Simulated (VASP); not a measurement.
# HC12 in VASP: further runs

Runs on HC12. Level: PBE+D3(BJ). Tasks: single point.

Program: VASP 6.6.1. These are calculated values, not measurements. Logs are shortened: lines on timing, memory, paths and dates and some standing lists are left out, and cuts for length are marked.

### Step 1. The cell of the first run

The cell holds a slab with vacuum, 13 atoms: a = 4.931 Å, b = 4.010 Å, c = 21.601 Å, α = 90.00°, β = 90.00°, γ = 90.00°.

### Step 2. Single point, PBE+D3(BJ), collinear spin

INCAR

```
  PREC = Accurate
  ENCUT = 520
  EDIFF = 1E-6
  ISMEAR = 0
  SIGMA = 0.05
  LREAL = False
  LASPH = True
  NELM = 150
  ALGO = Normal
  ISIF = 2
  LWAVE = False
  LCHARG = False
  ISPIN = 2
  MAGMOM = 0 0 0 0 0 0 0 0 0 0 0 0 1
  LORBIT = 11
  LDIPOL = True
  IDIPOL = 3
  DIPOL = 0.5 0.5 0.302
  GGA = PE
  IVDW = 12
  NBANDS = 40
```

KPOINTS

```
Automatic mesh
0
Gamma
  6 7 1
```

POSCAR

```
HC12
1.0
    4.9311586502      0.0000000000      0.0000000000
    0.0000000000      4.0098697767      0.0000000000
    0.0000000000      0.0000000000     21.6014232414
C H
12 1
Direct
    0.2500000000      0.3776970832      0.1851729840
    0.7500000000      0.3776970832      0.1851729840
    0.0000000000      0.4720802753      0.2130426460
    0.5000000000      0.4720802753      0.2130426460
    0.0000000000      0.6609562027      0.2688143161
    0.5000000000      0.6609562027      0.2688143161
    0.2500000000      0.7503681903      0.2962457608
    0.7500000000      0.7503681903      0.2962457608
    0.2500000000      0.9412921293      0.3552728042
    0.7500000000      0.9412921293      0.3552728042
    0.0000000000      0.0234303656      0.3796705036
    0.5000000000      0.0234303656      0.3796705036
    0.0000000000      0.1900970322      0.5231795662
```

Potentials or basis: VASP PAW PBE potentials, release 64 (C, H).

The run is started by

```console
$ cat potpaw_PBE.64/C/POTCAR potpaw_PBE.64/H/POTCAR > POTCAR
$ mpirun -np 1 vasp_std > vasp.out
```

OUTCAR:

```text
PREC = Accurate
   ENCUT = 520
   EDIFF = 1E-6
   ISMEAR = 0
   LREAL = False
   LASPH = True
   NELM = 150
   ISIF = 2
   ISPIN = 2
   LORBIT = 11
   GGA = PE
   IVDW = 12
 IVDW          = 12

 ion  position               nearest neighbor table
   1  0.250  0.378  0.185-   3 1.42   4 1.42
   2  0.750  0.378  0.185-   3 1.42   4 1.42
   3  0.000  0.472  0.213-   5 1.42   2 1.42   1 1.42
   4  0.500  0.472  0.213-   6 1.42   2 1.42   1 1.42
   5  0.000  0.661  0.269-   7 1.41   8 1.41   3 1.42
   6  0.500  0.661  0.269-   7 1.41   8 1.41   4 1.42
   7  0.250  0.750  0.296-   5 1.41   6 1.41   9 1.49
   8  0.750  0.750  0.296-   5 1.41   6 1.41  10 1.49
   9  0.250  0.941  0.355-  11 1.38  12 1.38   7 1.49
  10  0.750  0.941  0.355-  11 1.38  12 1.38   8 1.49
  11  0.000  0.023  0.380-   9 1.38  10 1.38
  12  0.500  0.023  0.380-   9 1.38  10 1.38
  13  0.000  0.190  0.523-

  LATTYP: Found a simple orthorhombic cell.
 ALAT       =     4.0098697767
 B/A-ratio  =     1.2297553100
 C/A-ratio  =     5.3870635318

  Lattice vectors:

 A1 = (   0.0000000000,  -4.0098697767,   0.0000000000)
 A2 = (   4.9311586502,   0.0000000000,   0.0000000000)
 A3 = (   0.0000000000,   0.0000000000,  21.6014232414)

Analysis of symmetry for initial positions (statically):
=====================================================================
 Subroutine PRICEL returns:
 Original cell was already a primitive cell.

 Routine SETGRP: Setting up the symmetry group for a
 simple orthorhombic supercell.

 Subroutine GETGRP returns: Found  2 space group operations
 (whereof  2 operations were pure point group operations)
 out of a pool of  8 trial point group operations.

The static configuration has the point symmetry C_1h.

Analysis of symmetry for dynamics (positions and initial velocities):
=====================================================================
 Subroutine PRICEL returns:
 Original cell was already a primitive cell.

 Routine SETGRP: Setting up the symmetry group for a
 simple orthorhombic supercell.

 Subroutine GETGRP returns: Found  2 space group operations
 (whereof  2 operations were pure point group operations)
[... 192 lines left out ...]
  band No.  band energies     occupation
      1     -22.2187      1.00000
      2     -20.4500      1.00000
      3     -18.0324      1.00000
      4     -18.0190      1.00000
      5     -17.9959      1.00000
      6     -16.2743      1.00000
[... 613 lines left out ...]
     35       4.3510      0.00000
     36       4.8909      0.00000
 Fermi energy:        -3.4329323547

 spin component 2

 k-point     1 :       0.0000    0.0000    0.0000
  band No.  band energies     occupation
      1     -22.2758      1.00000
      2     -20.5601      1.00000
      3     -18.1397      1.00000
      4     -18.0498      1.00000
      5     -18.0333      1.00000
      6     -16.4846      1.00000
[... 613 lines left out ...]
     35       4.6350      0.00000
     36       5.3194      0.00000
 [bands above 36 left out]

------------------------ aborting loop because EDIFF is reached ----------------------------------------

 vacuum level on the upper side and lower side of the slab       (xc-potential included)        -0.492         0.493

 Edisp (eV)   -1.31404

 E8    (eV) :    -0.3896

  FORCE on cell =-STRESS in cart. coord.  units (eV):
  Direction    XX          YY          ZZ          XY          YZ          ZX
  --------------------------------------------------------------------------------------
  -------------------------------------------------------------------------------------
  Total      -0.15646     0.31823     1.05123     0.00000     0.75037     0.00000
  in kB      -0.58688     1.19370     3.94316     0.00000     2.81467     0.00000
  external pressure =        1.52 kB  Pullay stress =        0.00 kB

 VOLUME and BASIS-vectors are now :
 -----------------------------------------------------------------------------
  energy-cutoff  :      520.00
  volume of cell :      427.13
      direct lattice vectors                 reciprocal lattice vectors
     4.931158650  0.000000000  0.000000000     0.202792096  0.000000000  0.000000000
     0.000000000  4.009869777  0.000000000     0.000000000  0.249384657  0.000000000
     0.000000000  0.000000000 21.601423241     0.000000000  0.000000000  0.046293246

 POSITION                                       TOTAL-FORCE (eV/Angst)
 -----------------------------------------------------------------------------------
      1.23279      1.51452      4.00000         0.179010      0.916369      1.563540
      3.69837      1.51452      4.00000        -0.179010      0.916369      1.563540
      0.00000      1.89298      4.60202         0.000000     -1.858635     -3.212084
      2.46558      1.89298      4.60202         0.000000     -1.452350     -2.576079
      0.00000      2.65035      5.80677         0.000000      0.723353      1.311991
      2.46558      2.65035      5.80677         0.000000      0.623200      1.182047
      1.23279      3.00888      6.39933        -0.048633      0.104302      0.143564
      3.69837      3.00888      6.39933         0.048633      0.104302      0.143564
      1.23279      3.77446      7.67440         0.398702     -0.197890     -0.385994
      3.69837      3.77446      7.67440        -0.398702     -0.197890     -0.385994
      0.00000      0.09395      8.20142         0.000000     -0.122025      0.007188
      2.46558      0.09395      8.20142         0.000000      0.462390      0.797711
      0.00000      0.76226     11.30142         0.000000     -0.021495     -0.152995
 -----------------------------------------------------------------------------------
    total drift:                                0.000000     -0.000038     -0.000338

  FREE ENERGIE OF THE ION-ELECTRON SYSTEM (eV)
  ---------------------------------------------------
  free  energy   TOTEN  =      -100.4179269333 eV

  energy  without entropy=     -100.4021035181  energy(sigma->0) =     -100.41001523

 vacuum level on the upper side and lower side of the slab         2.116         3.123

 total charge

# of ion       s       p       d       tot
------------------------------------------
    1        0.916   1.519   0.000   2.435
    2        0.916   1.519   0.000   2.435
    3        0.869   1.764   0.000   2.633
    4        0.868   1.769   0.000   2.636
    5        0.877   1.769   0.000   2.647
    6        0.871   1.780   0.000   2.652
    7        0.870   1.741   0.000   2.611
    8        0.870   1.741   0.000   2.611
    9        0.871   1.781   0.000   2.652
   10        0.871   1.781   0.000   2.652
   11        0.899   1.598   0.000   2.496
   12        0.905   1.612   0.000   2.517
   13        0.374   0.000   0.000   0.374
--------------------------------------------------
tot         10.977  20.373   0.000  31.349

 magnetization (x)

# of ion       s       p       d       tot
------------------------------------------
    1       -0.002   0.003   0.000   0.001
    2       -0.002   0.003   0.000   0.001
    3       -0.002  -0.003   0.000  -0.005
    4        0.001   0.000   0.000   0.002
    5        0.000   0.007   0.000   0.007
    6        0.000   0.006   0.000   0.006
    7       -0.006  -0.025   0.000  -0.031
    8       -0.006  -0.025   0.000  -0.031
    9       -0.002   0.006   0.000   0.004
   10       -0.002   0.006   0.000   0.004
   11       -0.065  -0.387   0.000  -0.452
   12       -0.007  -0.013   0.000  -0.020
   13        0.372  -0.000   0.000   0.372
--------------------------------------------------
tot          0.282  -0.424   0.000  -0.141
```

OSZICAR:

```text
N       E                     dE             d eps       ncg     rms          rms(c)
DAV:   1     0.373651548594E+03    0.37365E+03   -0.18592E+04  2568   0.944E+02
DAV:   2    -0.460978932678E+02   -0.41975E+03   -0.39392E+03  3792   0.229E+02
DAV:   3    -0.104256108466E+03   -0.58158E+02   -0.56497E+02  3264   0.879E+01
[... 40 lines left out ...]
DAV:  44    -0.991038756508E+02   -0.75344E-05   -0.21566E-07  2232   0.150E-03    0.490E-04
DAV:  45    -0.991038789925E+02   -0.33417E-05   -0.11003E-07  2120   0.755E-04    0.393E-04
DAV:  46    -0.991038832998E+02   -0.43074E-05   -0.50098E-08  1952   0.547E-04    0.288E-04
DAV:  47    -0.991038850385E+02   -0.17387E-05   -0.50097E-08  2120   0.450E-04    0.211E-04
DAV:  48    -0.991038857064E+02   -0.66789E-06   -0.64816E-08  2072   0.499E-04
   1 F= -.10041793E+03 E0= -.10041002E+03  d E =-.158234E-01  mag=     0.0957
```

stdout:

```text
POSCAR found type information on POSCAR C H
 POSCAR found :  2 types and      13 ions
 scaLAPACK will be used
 LDA part: xc-table for (Slater+PW92), standard interpolation
 POSCAR, INCAR and KPOINTS ok, starting setup
 FFT: planning ... GRIDC
 FFT: planning ... GRID_SOFT
 FFT: planning ... GRID
 WAVECAR not read
 entering main loop
```

It took 38 min on 1 thread of Oxide Virtual Turin-like, shared host; peak memory 0.82 GiB.

Results:

- Free energy: -100.4179 eV
- Largest force: 3.711 eV/Å
- Net moment: 0.10 μB per cell
- Site moments: C +0.00, -0.01, +0.01, -0.03, -0.45, -0.02 (each value once); H +0.37 μB
- Valence electrons inside the program's atomic spheres: C 2.44, 2.63, 2.64, 2.65, 2.61, 2.50, 2.52 (each value once); H 0.37
- Dispersion energy per atom: -0.101 eV

Forces in eV/Å, atoms in the order of the input:
```
C    0.179  0.916  1.564
C   -0.179  0.916  1.564
C    0.000 -1.859 -3.212
C    0.000 -1.452 -2.576
C    0.000  0.723  1.312
C    0.000  0.623  1.182
C   -0.049  0.104  0.144
C    0.049  0.104  0.144
C    0.399 -0.198 -0.386
C   -0.399 -0.198 -0.386
C    0.000 -0.122  0.007
C    0.000  0.462  0.798
H    0.000 -0.021 -0.153
```

### Step 3. Single point, PBE+D3(BJ), collinear spin

INCAR

```
PREC = Accurate ; ENCUT = 520
EDIFF = 1E-7 ; ISMEAR = 0
SIGMA = 0.05 ; LREAL = False
LASPH = True ; NELM = 150
ALGO = Normal ; ISIF = 2
LWAVE = False ; LCHARG = False
ISPIN = 2 ; MAGMOM = 0 0 0 0 0 0 0 0 0 0 0 0 1
LORBIT = 11 ; LDIPOL = True
IDIPOL = 3 ; DIPOL = 0.5 0.5 0.302
GGA = PE ; IVDW = 12
NBANDS = 40
```

KPOINTS is that of step 2.

POSCAR: that of step 2 with these lines changed.

```diff
@@ -20,2 +20,2 @@
     0.5000000000      0.0234303656      0.3796705036
-    0.0000000000      0.1900970322      0.5231795662
+    0.2500000000      0.8567636989      0.5231795662
```

Potentials or basis: VASP PAW PBE potentials, release 64 (C, H).

The run is started by

```console
$ cat potpaw_PBE.64/C/POTCAR potpaw_PBE.64/H/POTCAR > POTCAR
$ mpirun -np 1 vasp_std > vasp.out
```

Run time: 38 min. Hardware: 1 thread of Oxide Virtual Turin-like, shared host; peak memory 0.81 GiB.

The run converged. Its results:

```
Free energy                                           : -100.2109 eV
Largest force                                         : 3.269 eV/Å
Band gap on the k mesh                                : 0.03 eV (least direct gap 0.06 eV)
Net moment                                            : 1.03 μB per cell
Site moments                                          : C +0.00, -0.00, -0.01, +0.01 (each value once); H +0.38 μB
Valence electrons inside the program's atomic spheres : C 2.43, 2.63, 2.65, 2.60, 2.61, 2.51 (each value once); H 0.38
Dispersion energy per atom                            : -0.101 eV
```

Forces on the atoms (eV/Å):
```
C    0.000  0.858  1.480
C    0.000  0.860  1.475
C   -0.007 -1.616 -2.842
C    0.007 -1.616 -2.842
C   -0.014  0.724  1.322
C    0.014  0.724  1.322
C    0.000  0.034  0.021
C    0.000  0.010  0.004
C    0.000  0.024  0.028
C    0.000 -0.039 -0.066
C   -0.039  0.010  0.078
C    0.039  0.010  0.078
H    0.000  0.016 -0.059
```

Levels at points of the mesh, in eV from the valence-band top:
Spin up:
```csv
k point,band 22,band 23,band 24,band 25,band 26,band 27,band 28,band 29
"(0.00, 0.00, 0.00)",-1.60,-0.47,-0.31,-0.26,0.64,0.81,1.25,2.17
"(0.50, 0.00, 0.00)",-1.90,-1.70,-0.08,-0.04,0.03,0.06,3.05,3.06
```
Spin down:
```
           k point  band 20  band 21  band 22  band 23  band 24  band 25  band 26  band 27  band 28  band 29
(0.00, 0.00, 0.00)    -1.68    -1.61    -0.42    -0.34    -0.27     0.59     0.83     1.25     2.17     2.64
(0.50, 0.00, 0.00)    -3.52    -1.90    -1.90    -0.06    -0.05     0.03     0.05     3.05     3.06     5.09
```

Caveat: a moment this small can come from the mesh or the smearing.
